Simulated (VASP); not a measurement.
Write the native input for VASP 6.6.1 that does the following.

- Task: single point
- Functional: PBEsol
- Potentials or basis: VASP PAW PBE potentials, release 64 (Be, S)
- Cutoff: 520 eV
- k mesh: 10 × 10 × 10
- Occupations: gaussian, width 0.05 eV
- Spin: no spin polarisation
- Dipole correction: no
- Further INCAR settings: ALGO = Normal; EDIFF = 1e-07; NBANDS = 11

The structure of BeS lies in POSCAR:

```
BeS
1.0
    0.0000000000      2.2849830370      2.3976737009
    2.3976737009      0.0000000000      2.3976737009
    2.3976737009      2.2849830370      0.0000000000
Be S
1 1
Direct
    0.0000000000      0.0000000000      0.0000000000
    0.7500000000      0.7500000000      0.7500000000
```

This cell differs from its parent crystal: volume 13.136 Å^3 an atom, c/a of the conventional cell 0.9530.

These files were run (other wordings do the same):

INCAR

```
PREC = Accurate ; ENCUT = 520
EDIFF = 1E-7 ; ISMEAR = 0
SIGMA = 0.05 ; LREAL = False
LASPH = True ; NELM = 80
ALGO = Normal ; ISIF = 2
LWAVE = False ; LCHARG = False
GGA = PS ; NBANDS = 11
```

KPOINTS

```
Automatic mesh
0
Gamma
  10 10 10
```

Potentials or basis: VASP PAW PBE potentials, release 64 (Be, S).

Run with:

```bash
$ cat potpaw_PBE.64/Be/POTCAR potpaw_PBE.64/S/POTCAR > POTCAR
$ mpirun -np 1 vasp_std > vasp.out
```

It gave:

```json
{
 "Pressure": "8.5 GPa",
 "Band gap on the k mesh": "2.30 eV, indirect (least direct gap 5.37 eV)"
}
```

Caveat: the PAW data sets were made with another functional, which shifts forces and pressure a little.

Wall time 66 s on 1 thread of Intel Xeon 8259CL (shared host), peak memory 0.17 GiB.
